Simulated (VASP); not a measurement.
# NbIn2Se3 (R-3m) in VASP: relaxation of cell and atoms with PBE

Aim: the relaxation of cell and atoms of NbIn2Se3 with PBE.

All numbers are computed with VASP 6.6.1; they aren't measurements. Logs are shortened: lines on timing, memory, paths and dates and some standing lists are left out, and cuts for length are marked.

## (1) The cell of the first run

Symmetry: R-3m, No. 166, trigonal system. Conventional cell: a = 6.044 Å, b = 6.044 Å, c = 15.340 Å, α = 90.00°, β = 90.00°, γ = 120.00°. Nb (site symmetry -3m) has 6 Se at 3.10 Å and 6 In at 3.54 Å within 4.1 Å. In (site symmetry 3m) has 3 Nb at 3.54 Å and 9 Se at 3.59 to 3.62 Å and 4 In at 3.70 to 3.88 Å within 4.7 Å. Se (site symmetry 2/m) has 4 Se at 3.02 Å and 2 Nb at 3.10 Å and 6 In at 3.59 to 3.62 Å within 4.0 Å.

The cell was generated, and may not be a known phase.

## (2) Relaxation of cell and atoms, PBE

The input, INCAR:

```
  PREC = Accurate
  ENCUT = 500
  EDIFF = 1E-7
  ISMEAR = 0
  SIGMA = 0.15
  LREAL = F
  LASPH = T
  NELM = 120
  ALGO = Normal
  ISIF = 3
  LWAVE = F
  LCHARG = F
  GGA = PE
  IBRION = 2
  NSW = 36
  EDIFFG = -0.08
  GGA_COMPAT = F
  NELMIN = 4
```

The input, KPOINTS:

```
regular mesh
0
Gamma
  3 3 3
```

The input, POSCAR:

```
NbIn2Se3
1.0
    3.0220933900      1.7448064300      5.1131813700
   -3.0220933900      1.7448064300      5.1131813700
    0.0000000000     -3.4896128700      5.1131813700
Nb In Se
1 2 3
Direct
    0.5000000000      0.5000000000      0.5000000000
    0.8733720200      0.8733720200      0.8733720200
    0.1266279800      0.1266279800      0.1266279800
    0.5000000000      0.0000000000      0.5000000000
    0.5000000000      0.5000000000      0.0000000000
    0.0000000000      0.5000000000      0.5000000000
```

Potentials or basis: VASP PAW PBE potentials, release 64 (Nb_sv, In_d, Se).

The run is started by

```sh
$ cat potpaw_PBE.64/Nb_sv/POTCAR potpaw_PBE.64/In_d/POTCAR potpaw_PBE.64/Se/POTCAR > POTCAR
$ mpirun -np 1 vasp_std > vasp.out
```

OUTCAR:

```text
PREC = Accurate
   ENCUT = 500
   EDIFF = 1E-7
   ISMEAR = 0
   LREAL = F
   LASPH = T
   NELM = 120
   ISIF = 3
   GGA = PE
   IBRION = 2
   NSW = 36
   EDIFFG = -0.08
   NELMIN = 4

 ion  position               nearest neighbor table
   1  0.500  0.500  0.500-
   2  0.873  0.873  0.873-   3 3.70   3 3.70   3 3.70   3 3.88
   3  0.127  0.127  0.127-   2 3.70   2 3.70   2 3.70   2 3.88
   4  0.500  0.000  0.500-
   5  0.500  0.500  0.000-
   6  0.000  0.500  0.500-

  LATTYP: Found a trigonal (rhomboedric) cell.
 ALAT       =     6.1904783061
 COS(alpha) =     0.5233524712

  Lattice vectors:

 A1 = (   3.0220933900,   1.7448064300,   5.1131813700)
 A2 = (  -3.0220933900,   1.7448064300,   5.1131813700)
 A3 = (   0.0000000000,  -3.4896128700,   5.1131813700)

Analysis of symmetry for initial positions (statically):
=====================================================================
 Subroutine PRICEL returns:
 Original cell was already a primitive cell.

 Routine SETGRP: Setting up the symmetry group for a
 trigonal (rhombohedral) supercell.

 Subroutine GETGRP returns: Found 12 space group operations
 (whereof 12 operations were pure point group operations)
 out of a pool of 12 trial point group operations.

The static configuration has the point symmetry D_3d.

Analysis of symmetry for dynamics (positions and initial velocities):
=====================================================================
 Subroutine PRICEL returns:
 Original cell was already a primitive cell.

 Routine SETGRP: Setting up the symmetry group for a
 trigonal (rhombohedral) supercell.

 Subroutine GETGRP returns: Found 12 space group operations
 (whereof 12 operations were pure point group operations)
 out of a pool of 12 trial point group operations.

The dynamic configuration has the point symmetry D_3d.

 Subroutine INISYM returns: Found 12 space group operations
 (whereof 12 operations are pure point group operations),
 and found     1 'primitive' translations

----------------------------------------------------------------------------------------

                                     Primitive cell

  volume of cell :     161.7699

  direct lattice vectors                    reciprocal lattice vectors
     3.022093390  1.744806430  5.113181370     0.165448229  0.095521580  0.065190986
    -3.022093390  1.744806430  5.113181370    -0.165448229  0.095521580  0.065190986
     0.000000000 -3.489612870  5.113181370     0.000000000 -0.191043159  0.065190986

  length of vectors
     6.190478306  6.190478306  6.190478310     0.201859737  0.201859737  0.201859737

  position of ions in fractional coordinates (direct lattice)
     0.500000000  0.500000000  0.500000000
     0.873372020  0.873372020  0.873372020
     0.126627980  0.126627980  0.126627980
     0.500000000  0.000000000  0.500000000
     0.500000000  0.500000000  0.000000000
     0.000000000  0.500000000  0.500000000

  ion indices of the primitive-cell ions
   primitive index   ion index
                 1           1
                 2           2
                 3           3
                 4           4
                 5           5
                 6           6

----------------------------------------------------------------------------------------

 KPOINTS: regular mesh

Automatic generation of k-mesh.
 Grid dimensions read from file:
 generate k-points for:    3    3    3

 Generating k-lattice:

  Cartesian coordinates                     Fractional coordinates (reciprocal lattice)
     0.055149410  0.031840527  0.021730329     0.333333333 -0.000000000  0.000000000
    -0.055149410  0.031840527  0.021730329    -0.000000000  0.333333333  0.000000000
     0.000000000 -0.063681053  0.021730329     0.000000000  0.000000000  0.333333333

  Length of vectors
     0.067286579  0.067286579  0.067286579

  Shift w.r.t. Gamma in fractional coordinates (k-lattice)
     0.000000000  0.000000000  0.000000000

 Subroutine IBZKPT returns following result:
 ===========================================

 Found      6 irreducible k-points:

 Following reciprocal coordinates:
            Coordinates               Weight
  0.000000  0.000000  0.000000      1.000000
  0.333333  0.000000  0.000000      6.000000
  0.333333  0.333333  0.000000      6.000000
 -0.333333  0.333333  0.000000      6.000000
  0.333333  0.333333  0.333333      2.000000
 -0.333333  0.333333  0.333333      6.000000
   k-points           NKPTS =      6   k-points in BZ     NKDIM =      6   number of bands    NBANDS=     34
   number of dos      NEDOS =    301   number of ions     NIONS =      6
   total plane-waves  NPLWV = 110592
   dimension x,y,z NGX =    48 NGY =   48 NGZ =   48
   dimension x,y,z NGXF=    96 NGYF=   96 NGZF=   96
   ions per type =               1   2   3
   NGX,Y,Z   is equivalent  to a cutoff of  12.89, 12.89, 12.89 a.u.
   NGXF,Y,Z  is equivalent  to a cutoff of  25.78, 25.78, 25.78 a.u.
 SYSTEM =  unknown system
   PREC   = accura    normal or accurate (medium, high low for compatibility)
   ISTART =      0    job   : 0-new  1-cont  2-samecut
   ICHARG =      2    charge: 1-file 2-atom 10-const
   ISPIN  =      1    spin polarized calculation?
   LNONCOLLINEAR =      F non collinear calculations
   LSORBIT =      F    spin-orbit coupling
   LASPH  =      T    aspherical Exc in radial PAW
   ENCUT  =  500.0 eV  36.75 Ry    6.06 a.u.  11.29 11.29 11.29*2*pi/ulx,y,z
   NELM   =    120;   NELMIN=  4; NELMDL= -5     # of ELM steps
   EDIFF  = 0.1E-06   stopping-criterion for ELM
   LREAL  =      F    real-space projection
   EDIFFG = -.8E-01   stopping-criterion for IOM
   NSW    =     36    number of steps for IOM
   IBRION =      2    ionic relax: 0-MD 1-quasi-New 2-CG
   NFREE  =      1    steps in history (QN), initial steepest desc. (CG)
   ISIF   =      3    stress and relaxation
   ISYM   =      2    0-nonsym 1-usesym 2-fastsym
   POTIM  = 0.5000    time-step for ionic-motion
   TEBEG  =    0.0;   TEEND  =   0.0 temperature during run
   PSTRESS=    0.0 pullay stress
   NELECT =      57.0000    total number of electrons
   NUPDOWN=      -1.0000    fix difference up-down
   EMIN   =  10.00;   EMAX   =-10.00  energy-range for DOS
   EFERMI =   0.00;   METHOD = LEGACY
   ISMEAR =     0;   SIGMA  =   0.15  broadening in eV -4-tet -1-fermi 0-gaus
   EFERMI_NEDOS =   21; number of points for ismear=-14 and -15
   IALGO  =     38    algorithm
   IMIX   =      4    mixing-type and parameters
     AMIX     =   0.40;   BMIX     =  1.00
     AMIX_MAG =   1.60;   BMIX_MAG =  1.00
  volume/ion in A,a.u.               =      26.96       181.95
  Fermi-wavevector in a.u.,A,eV,Ry     =   1.156291  2.185074 18.191119  1.337010
  Thomas-Fermi vector in A             =   2.292913
   LORBIT       =      0    0 simple, 1 ext, 2 COOP (PROOUT), +10 PAW based schemes
   GGA     = PE    functional components
   LHFCALC =     F    Hartree Fock is set to
   AEXX    =    0.0000 exact exchange contribution
   IVDW    =     0    specifies the selected vdW correction
   LEPSILON=     F    determine dielectric tensor
   LRPA    =     F    only Hartree local field effects (RPA)
 conjugate gradient relaxation of ions
 non-spin polarized calculation
 Gauss-broadening in eV      SIGMA  =   0.15
  energy-cutoff  :      500.00
  volume of cell :      161.77
 maximum number of plane-waves:      4113
 NGX is ok and might be reduce to    48
   NGX = 23   NGY = 23   NGZ = 23

--------------------------------------- Ionic step        1  -------------------------------------------

 number of electron      56.9999995 magnetization

 Free energy of the ion-electron system (eV)
  ---------------------------------------------------
  ext. energy  EPLUGINS =         0.00000000
  ---------------------------------------------------
  free energy    TOTEN  =       -23.86789281 eV

  energy without entropy =      -23.75916812  energy(sigma->0) =      -23.81353047

------------------------ aborting loop because EDIFF is reached ----------------------------------------

  FORCE on cell =-STRESS in cart. coord.  units (eV):
  Direction    XX          YY          ZZ          XY          YZ          ZX
  --------------------------------------------------------------------------------------
  -------------------------------------------------------------------------------------
  Total       -5.6856139     -5.6856139    -12.6659061      0.0000000      0.0000000     -0.0000000
  in kB      -56.3106268    -56.3106269   -125.4438179      0.0000000      0.0000001     -0.0000000
  external PRESSURE =     -79.3550239 kB  Pullay stress =       0.0000000 kB
[... 101 lines left out ...]
  FREE ENERGIE OF THE ION-ELECTRON SYSTEM (eV)
  ---------------------------------------------------
  free  energy   TOTEN  =       -25.0163510218 eV

  energy  without entropy=      -24.9406061077  energy(sigma->0) =      -24.97847856

 E-fermi :   6.5517     XC(G=0): -10.0941

 val. band max:        6.4827579670   @ k =  -0.3333   0.3333   0.0000
 cond. band min:       6.6182830600   @ k =  -0.3333   0.3333   0.0000
 fundamental gap:      0.1355250930
 Fermi energy:         6.5517415570

 k-point     1 :       0.0000    0.0000    0.0000
  band No.  band energies     occupation
      1     -49.8294      2.00000
      2     -25.9200      2.00000
      3     -25.9200      2.00000
      4     -25.8210      2.00000
      5      -8.6821      2.00000
      6      -8.4028      2.00000
[... 211 lines left out ...]
     33       9.0664      0.00000
     34       9.9112      0.00000

[... ionic steps 4 to 22 ...]

--------------------------------------- Ionic step       23  -------------------------------------------

 number of electron      56.9999997 magnetization

------------------------ aborting loop because EDIFF is reached ----------------------------------------

  FORCE on cell =-STRESS in cart. coord.  units (eV):
  Direction    XX          YY          ZZ          XY          YZ          ZX
  --------------------------------------------------------------------------------------
  -------------------------------------------------------------------------------------
  Total        0.6740684      0.6740684     -0.2861992      0.0000000      0.0000000     -0.0000000
  in kB        7.0814596      7.0814597     -3.0066796      0.0000000      0.0000000     -0.0000000
  external PRESSURE =       3.7187466 kB  Pullay stress =       0.0000000 kB
[... 65 lines left out ...]
  energy  without entropy=      -27.3417539806  energy(sigma->0) =      -27.38405368

--------------------------------------- Ionic step       25  -------------------------------------------

 number of electron      57.0000004 magnetization

 Free energy of the ion-electron system (eV)
  ---------------------------------------------------
  ext. energy  EPLUGINS =         0.00000000
  ---------------------------------------------------
  free energy    TOTEN  =       -27.42848597 eV

  energy without entropy =      -27.34435243  energy(sigma->0) =      -27.38641920

 E-fermi :   5.6844     XC(G=0):  -9.7239

 val. band max:        5.6167252062   @ k =  -0.3333   0.3333   0.0000
 cond. band min:       5.6868675886   @ k =   0.3333   0.0000   0.0000
 fundamental gap:      0.0701423825
 Fermi energy:         5.6843665095

 k-point     1 :       0.0000    0.0000    0.0000
  band No.  band energies     occupation
      1     -50.7514      2.00000
      2     -26.8255      2.00000
      3     -26.8255      2.00000
      4     -26.6909      2.00000
      5      -9.0604      2.00000
      6      -8.9250      2.00000
[... 244 lines left out ...]
  FREE ENERGIE OF THE ION-ELECTRON SYSTEM (eV)
  ---------------------------------------------------
  free  energy   TOTEN  =       -27.4284859706 eV

  energy  without entropy=      -27.3443524316  energy(sigma->0) =      -27.38641920

 reached required accuracy - stopping structural energy minimisation
```

It took 27 min on 1 thread of Intel Xeon 8259CL, shared host; peak memory 0.36 GiB.

Results:

| Item | Value |
| --- | --- |
| Free energy | -27.4285 eV |
| Relaxed volume | 25.76 Å³/atom |
| Relaxed cell | a = 5.387 Å, b = 5.387 Å, c = 5.387 Å, α = 84.86°, β = 84.86°, γ = 84.86° |
| Space group after relaxing (to 0.1 Å) | R-3m (No. 166) |
| Energy gained by relaxing | 593.4 meV/atom |
| Ionic steps | 25 |
| Pressure after relaxing | -0.1 GPa |
| Largest force after relaxing | 0.037 eV/Å |
| Band gap on the k mesh | zero (an odd number of electrons rules out a gap without spin polarisation) |

Forces on the atoms (eV/Å):
```
Nb   0.000  0.000  0.000
In   0.000  0.000  0.037
In   0.000  0.000 -0.037
Se   0.000  0.000  0.000
Se   0.000  0.000  0.000
Se   0.000  0.000  0.000
```

The path:
| step | energy change (eV) | largest force (eV/Å) | pressure (GPa) | volume (Å³) |
| --- | --- | --- | --- | --- |
| 1 | 0.0000 | 0.2748 | -7.94 | 161.77 |
| 2 | -1.1378 | 0.0174 | 0.25 | 132.31 |
| 3 | -1.1485 | 0.0163 | 1.35 | 130.16 |
| 4 | -1.3632 | 0.1586 | 0.97 | 130.49 |
| 5 | -1.4870 | 0.2548 | 1.64 | 130.51 |
| 6 | -1.9584 | 0.1566 | 6.06 | 129.55 |
| 7 | -1.6819 | 2.7846 | 21.15 | 123.23 |
| 8 | -2.4882 | 0.7322 | 12.54 | 126.93 |
| 9 | -2.4146 | 1.0863 | 14.49 | 126.09 |
| 10 | -2.4462 | 1.1761 | 14.30 | 126.60 |
| 11 | -2.5127 | 1.4693 | 13.79 | 128.07 |
| 12 | -2.5616 | 2.2090 | 12.93 | 130.85 |
| 13 | -2.6758 | 2.0716 | 11.83 | 132.09 |
| 14 | -2.9663 | 1.7108 | 8.83 | 135.86 |
| 15 | -3.3402 | 1.1741 | 3.92 | 143.61 |
| 16 | -3.4506 | 0.6019 | -2.61 | 159.98 |
| 17 | -3.4927 | 0.7281 | -0.88 | 154.53 |
| 18 | -3.4933 | 0.7492 | -0.61 | 153.78 |
| 19 | -3.5025 | 0.6793 | -0.51 | 153.59 |
| 20 | -3.5247 | 0.4756 | -0.20 | 153.03 |
| 21 | -3.5457 | 0.0884 | 0.49 | 151.90 |
| 22 | -3.5462 | 0.0219 | 0.61 | 151.70 |
| 23 | -3.5517 | 0.0051 | 0.37 | 152.51 |
| 24 | -3.5585 | 0.0431 | -0.29 | 154.86 |
| 25 | -3.5606 | 0.0366 | -0.11 | 154.54 |

Final structure:
```yaml
crystal:
  lattice:
    - [3.63444, 2.09835, 3.37732]
    - [-3.63444, 2.09835, 3.37732]
    - [0.00000, -4.19669, 3.37732]
  atoms:
    - { symbol: Nb, position: [0.50000, 0.50000, 0.50000] }
    - { symbol: In, position: [0.85611, 0.85611, 0.85611] }
    - { symbol: In, position: [0.14389, 0.14389, 0.14389] }
    - { symbol: Se, position: [0.50000, 0.00000, 0.50000] }
    - { symbol: Se, position: [0.50000, 0.50000, 0.00000] }
    - { symbol: Se, position: [0.00000, 0.50000, 0.50000] }
```

Levels at points of the mesh, in eV from the Fermi level:
```tsv
k point	band 26	band 27	band 28	band 29	band 30	band 31
(0.00, 0.00, 0.00)	-1.46	-1.46	-1.45	-1.11	-1.11	0.16
```

Caveat: the k points lie up to 0.39 Å⁻¹ apart in the final cell, too coarse for converged energies and pressures of a metal; spin-orbit coupling is left out, which moves the levels of the heavy elements; the relaxation stopped at a loose force limit of 0.08 eV/Å, so its end isn't a converged minimum.

The gap in the log of VASP goes by the Fermi energy; the results here count the filled bands.